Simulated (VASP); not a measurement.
# InP (l) (F-43m) in VASP: single point with LDA

Aim: the single point of InP (l) with LDA.

Program: VASP 6.6.1. These are calculated values, not measurements. Logs are shortened: lines on timing, memory, paths and dates and some standing lists are left out, and cuts for length are marked.

### Step 1. The cell of the first run

Symmetry: F-43m, No. 216, cubic system. Conventional cell: a = 5.904 Å, b = 5.904 Å, c = 5.904 Å, α = 90.00°, β = 90.00°, γ = 90.00°. Within 3.4 Å of In (site symmetry -43m) lie 4 P at 2.56 Å. P (site symmetry -43m) has 4 In at 2.56 Å within 3.4 Å.

### Step 2. Single point, LDA

INCAR reads:

```
SYSTEM = InP
PREC = Accurate
ENCUT = 500
EDIFF = 1E-6
ISMEAR = 0
SIGMA = 0.1
LREAL = .FALSE.
LASPH = .TRUE.
NELM = 120
ALGO = Normal
ISIF = 2
LWAVE = .FALSE.
LCHARG = .FALSE.
GGA = CA
NBANDS = 16
GGA_COMPAT = .FALSE.
```

KPOINTS reads:

```
regular mesh
0
G
  6 6 6
  0 0 0
```

POSCAR reads:

```
InP
1.0
    0.0000000000      2.9519763900      2.9519763900
    2.9519763900      0.0000000000      2.9519763900
    2.9519763900      2.9519763900      0.0000000000
In P
1 1
Direct
    0.0000000000      0.0000000000      0.0000000000
    0.2500000000      0.2500000000      0.2500000000
```

Potentials or basis: VASP PAW LDA potentials, release 64 (In_d, P).

Started as:

```console
$ cat potpaw_LDA.64/In_d/POTCAR potpaw_LDA.64/P/POTCAR > POTCAR
$ mpirun -np 1 vasp_std > vasp.out
```

OUTCAR:

```text
SYSTEM = InP
   PREC = Accurate
   ENCUT = 500
   EDIFF = 1E-6
   ISMEAR = 0
   LREAL = .FALSE.
   LASPH = .TRUE.
   NELM = 120
   ISIF = 2
   GGA = CA

 ion  position               nearest neighbor table
   1  0.000  0.000  0.000-   2 2.56   2 2.56   2 2.56   2 2.56
   2  0.250  0.250  0.250-   1 2.56   1 2.56   1 2.56   1 2.56

  LATTYP: Found a face centered cubic cell.
 ALAT       =     5.9039527800

  Lattice vectors:

 A1 = (   0.0000000000,   2.9519763900,   2.9519763900)
 A2 = (   2.9519763900,   0.0000000000,   2.9519763900)
 A3 = (   2.9519763900,   2.9519763900,   0.0000000000)

Analysis of symmetry for initial positions (statically):
=====================================================================
 Subroutine PRICEL returns:
 Original cell was already a primitive cell.

 Routine SETGRP: Setting up the symmetry group for a
 face centered cubic supercell.

 Subroutine GETGRP returns: Found 24 space group operations
 (whereof 24 operations were pure point group operations)
 out of a pool of 48 trial point group operations.

The static configuration has the point symmetry T_d .

Analysis of symmetry for dynamics (positions and initial velocities):
=====================================================================
 Subroutine PRICEL returns:
 Original cell was already a primitive cell.

 Routine SETGRP: Setting up the symmetry group for a
 face centered cubic supercell.

 Subroutine GETGRP returns: Found 24 space group operations
 (whereof 24 operations were pure point group operations)
 out of a pool of 48 trial point group operations.

The dynamic configuration has the point symmetry T_d .

 Subroutine INISYM returns: Found 24 space group operations
 (whereof 24 operations are pure point group operations),
 and found     1 'primitive' translations

----------------------------------------------------------------------------------------

                                     Primitive cell

  volume of cell :      51.4480

  direct lattice vectors                    reciprocal lattice vectors
     0.000000000  2.951976390  2.951976390    -0.169378048  0.169378048  0.169378048
     2.951976390  0.000000000  2.951976390     0.169378048 -0.169378048  0.169378048
     2.951976390  2.951976390  0.000000000     0.169378048  0.169378048 -0.169378048

  length of vectors
     4.174725047  4.174725047  4.174725047     0.293371386  0.293371386  0.293371386

  position of ions in fractional coordinates (direct lattice)
     0.000000000  0.000000000  0.000000000
     0.250000000  0.250000000  0.250000000

  ion indices of the primitive-cell ions
   primitive index   ion index
                 1           1
                 2           2

----------------------------------------------------------------------------------------

 KPOINTS: regular mesh

Automatic generation of k-mesh.
 Grid dimensions read from file:
 generate k-points for:    6    6    6

 Generating k-lattice:

  Cartesian coordinates                     Fractional coordinates (reciprocal lattice)
    -0.028229675  0.028229675  0.028229675     0.166666667  0.000000000  0.000000000
     0.028229675 -0.028229675  0.028229675     0.000000000  0.166666667  0.000000000
     0.028229675  0.028229675 -0.028229675     0.000000000  0.000000000  0.166666667

  Length of vectors
     0.048895231  0.048895231  0.048895231

  Shift w.r.t. Gamma in fractional coordinates (k-lattice)
     0.000000000  0.000000000  0.000000000

 Subroutine IBZKPT returns following result:
 ===========================================

 Found     16 irreducible k-points:

 Following reciprocal coordinates:
            Coordinates               Weight
  0.000000  0.000000  0.000000      1.000000
  0.166667  0.000000  0.000000      8.000000
  0.333333  0.000000  0.000000      8.000000
  0.500000  0.000000  0.000000      4.000000
  0.166667  0.166667  0.000000      6.000000
  0.333333  0.166667  0.000000     24.000000
[... 8 lines left out ...]
 -0.333333  0.333333  0.166667     24.000000
 -0.333333  0.500000  0.166667     12.000000
   k-points           NKPTS =     16   k-points in BZ     NKDIM =     16   number of bands    NBANDS=     16
   number of dos      NEDOS =    301   number of ions     NIONS =      2
   total plane-waves  NPLWV =  27000
   dimension x,y,z NGX =    30 NGY =   30 NGZ =   30
   dimension x,y,z NGXF=    60 NGYF=   60 NGZF=   60
   ions per type =               1   1
   NGX,Y,Z   is equivalent  to a cutoff of  11.95, 11.95, 11.95 a.u.
   NGXF,Y,Z  is equivalent  to a cutoff of  23.89, 23.89, 23.89 a.u.
 SYSTEM =  InP
   PREC   = accura    normal or accurate (medium, high low for compatibility)
   ISTART =      0    job   : 0-new  1-cont  2-samecut
   ICHARG =      2    charge: 1-file 2-atom 10-const
   ISPIN  =      1    spin polarized calculation?
   LNONCOLLINEAR =      F non collinear calculations
   LSORBIT =      F    spin-orbit coupling
   LASPH  =      T    aspherical Exc in radial PAW
   ENCUT  =  500.0 eV  36.75 Ry    6.06 a.u.   7.61  7.61  7.61*2*pi/ulx,y,z
   NELM   =    120;   NELMIN=  2; NELMDL= -5     # of ELM steps
   EDIFF  = 0.1E-05   stopping-criterion for ELM
   LREAL  =      F    real-space projection
   EDIFFG = 0.1E-04   stopping-criterion for IOM
   NSW    =      0    number of steps for IOM
   IBRION =     -1    ionic relax: 0-MD 1-quasi-New 2-CG
   NFREE  =      0    steps in history (QN), initial steepest desc. (CG)
   ISIF   =      2    stress and relaxation
   ISYM   =      2    0-nonsym 1-usesym 2-fastsym
   POTIM  = 0.5000    time-step for ionic-motion
   TEBEG  =    0.0;   TEEND  =   0.0 temperature during run
   PSTRESS=    0.0 pullay stress
   NELECT =      18.0000    total number of electrons
   NUPDOWN=      -1.0000    fix difference up-down
   EMIN   =  10.00;   EMAX   =-10.00  energy-range for DOS
   EFERMI =   0.00;   METHOD = LEGACY
   ISMEAR =     0;   SIGMA  =   0.10  broadening in eV -4-tet -1-fermi 0-gaus
   EFERMI_NEDOS =   21; number of points for ismear=-14 and -15
   IALGO  =     38    algorithm
   IMIX   =      4    mixing-type and parameters
     AMIX     =   0.40;   BMIX     =  1.00
     AMIX_MAG =   1.60;   BMIX_MAG =  1.00
  volume/ion in A,a.u.               =      25.72       173.59
  Fermi-wavevector in a.u.,A,eV,Ry     =   1.153567  2.179925 18.105499  1.330717
  Thomas-Fermi vector in A             =   2.290210
   LORBIT       =      0    0 simple, 1 ext, 2 COOP (PROOUT), +10 PAW based schemes
   GGA     = CA    functional components
   LHFCALC =     F    Hartree Fock is set to
   AEXX    =    0.0000 exact exchange contribution
   IVDW    =     0    specifies the selected vdW correction
   LEPSILON=     F    determine dielectric tensor
   LRPA    =     F    only Hartree local field effects (RPA)
 non-spin polarized calculation
 Gauss-broadening in eV      SIGMA  =   0.10
  energy-cutoff  :      500.00
  volume of cell :       51.45
 maximum number of plane-waves:      1315
   NGX = 15   NGY = 15   NGZ = 15

 number of electron      17.9999997 magnetization

 Free energy of the ion-electron system (eV)
  ---------------------------------------------------
  ext. energy  EPLUGINS =         0.00000000
  ---------------------------------------------------
  free energy    TOTEN  =        -9.64399039 eV

  energy without entropy =       -9.64396977  energy(sigma->0) =       -9.64398008

 E-fermi :   4.9839     XC(G=0):  -9.5152

 val. band max:        4.7771122134   @ k =   0.0000   0.0000   0.0000
 cond. band min:       5.1652670141   @ k =   0.0000   0.0000   0.0000
 fundamental gap:      0.3881548007
 Fermi energy:         4.9839367623

 k-point     1 :       0.0000    0.0000    0.0000
  band No.  band energies     occupation
      1      -9.3739      2.00000
      2      -9.3739      2.00000
      3      -9.3739      2.00000
      4      -9.2300      2.00000
      5      -9.2300      2.00000
      6      -6.6209      2.00000
[... 8 lines left out ...]
     15      14.1869      0.00000
     16      14.1869      0.00000

 k-point     2 :       0.1667    0.0000    0.0000
  band No.  band energies     occupation
      1      -9.4027      2.00000
      2      -9.3622      2.00000
      3      -9.3622      2.00000
      4      -9.2296      2.00000
      5      -9.2296      2.00000
      6      -6.3160      2.00000
[... 8 lines left out ...]
     15      13.3180      0.00000
     16      13.9222      0.00000

 k-point     3 :       0.3333    0.0000    0.0000
  band No.  band energies     occupation
      1      -9.4568      2.00000
      2      -9.3436      2.00000
      3      -9.3436      2.00000
      4      -9.2236      2.00000
      5      -9.2236      2.00000
      6      -5.5272      2.00000
[... 8 lines left out ...]
     15      13.7730      0.00000
     16      13.7730      0.00000

 k-point     4 :       0.5000    0.0000    0.0000
  band No.  band energies     occupation
      1      -9.4824      2.00000
      2      -9.3373      2.00000
      3      -9.3373      2.00000
      4      -9.2174      2.00000
      5      -9.2174      2.00000
      6      -4.9387      2.00000
[... 8 lines left out ...]
     15      15.3189      0.00000
     16      15.3189      0.00000
[... 172 lines left out ...]
 k-point    14 :       0.5000    0.3333    0.1667
  band No.  band energies     occupation
      1      -9.4948      2.00000
      2      -9.3231      2.00000
      3      -9.3053      2.00000
      4      -9.2485      2.00000
      5      -9.2128      2.00000
      6      -4.9102      2.00000
[... 8 lines left out ...]
     15      15.6424      0.00000
     16      16.3504      0.00000

 k-point    15 :      -0.3333    0.3333    0.1667
  band No.  band energies     occupation
      1      -9.5035      2.00000
      2      -9.3238      2.00000
      3      -9.2951      2.00000
      4      -9.2434      2.00000
      5      -9.2174      2.00000
      6      -4.4389      2.00000
[... 8 lines left out ...]
     15      15.6293      0.00000
     16      16.1920      0.00000

 k-point    16 :      -0.3333    0.5000    0.1667
  band No.  band energies     occupation
      1      -9.5220      2.00000
      2      -9.3065      2.00000
      3      -9.2828      2.00000
      4      -9.2572      2.00000
      5      -9.2094      2.00000
      6      -4.2366      2.00000
[... 8 lines left out ...]
     15      15.9087      0.00000
     16      16.5540      0.00000

------------------------ aborting loop because EDIFF is reached ----------------------------------------

  FORCE on cell =-STRESS in cart. coord.  units (eV):
  Direction    XX          YY          ZZ          XY          YZ          ZX
  --------------------------------------------------------------------------------------
  -------------------------------------------------------------------------------------
  Total       -0.8245937     -0.8245937     -0.8245937      0.0000000      0.0000000     -0.0000000
  in kB      -25.6792278    -25.6792278    -25.6792278      0.0000000      0.0000000     -0.0000000
  external PRESSURE =     -25.6792278 kB  Pullay stress =       0.0000000 kB

 VOLUME and BASIS-vectors are now :
 -----------------------------------------------------------------------------
  energy-cutoff  :      500.00
  volume of cell :       51.45
      direct lattice vectors                 reciprocal lattice vectors
     0.000000000  2.951976390  2.951976390    -0.169378048  0.169378048  0.169378048
     2.951976390  0.000000000  2.951976390     0.169378048 -0.169378048  0.169378048
     2.951976390  2.951976390  0.000000000     0.169378048  0.169378048 -0.169378048

 POSITION                                       TOTAL-FORCE (eV/Angst)
 -----------------------------------------------------------------------------------
      0.00000      0.00000      0.00000        -0.000000     -0.000000     -0.000000
      1.47599      1.47599      1.47599         0.000000      0.000000      0.000000
 -----------------------------------------------------------------------------------
    total drift:                                0.000000      0.000000     -0.000000

  FREE ENERGIE OF THE ION-ELECTRON SYSTEM (eV)
  ---------------------------------------------------
  free  energy   TOTEN  =        -9.6439903933 eV

  energy  without entropy=       -9.6439697712  energy(sigma->0) =       -9.64398008
```

It took 16 s on 1 thread of AMD EPYC 7R43 (Zen 3), shared host; peak memory 0.11 GiB.

What came out:

```
Free energy            : -9.6440 eV
Pressure               : -2.6 GPa
Band gap on the k mesh : 0.39 eV, direct
```

Caveat: spin-orbit coupling is left out, which moves the levels of the heavy elements.
